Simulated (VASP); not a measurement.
ScPd, 2 atoms in the cell. The structure is cubic, space group Pm-3m (No. 221). Conventional cell: a = 3.283 Å, b = 3.283 Å, c = 3.283 Å, α = 90.00°, β = 90.00°, γ = 90.00°. Within 3.7 Å of Sc (site symmetry m-3m) lie 8 Pd at 2.84 Å and 6 Sc at 3.28 Å. Within 3.7 Å of Pd (site symmetry m-3m) lie 8 Sc at 2.84 Å and 6 Pd at 3.28 Å. 

```yaml
Program: VASP 6.6.1
Task: single point
Functional: PBEsol
Potentials_or_basis: VASP PAW PBE potentials, release 64 (Sc_sv, Pd)
Cutoff: 520 eV
k_mesh: 11 × 11 × 11
Occupations: fermi-dirac, width 0.05 eV
Spin: no spin polarisation
Dipole_correction: no
Further_INCAR_settings: ALGO = Normal; EDIFF = 1e-07; NBANDS = 18
```

Potentials or basis: VASP PAW PBE potentials, release 64 (Sc_sv, Pd).

The run is started by

```sh
$ cat potpaw_PBE.64/Sc_sv/POTCAR potpaw_PBE.64/Pd/POTCAR > POTCAR
$ mpirun -np 1 vasp_std > vasp.out
```

Hardware: 1 thread of Intel Xeon 8259CL, on a shared host.

Task: Estimate the wall time of this run.

Result: It took 24 s on 1 thread of Intel Xeon 8259CL (shared host), peak memory 0.16 GiB. Counts: scf iterations 13, k points 56.
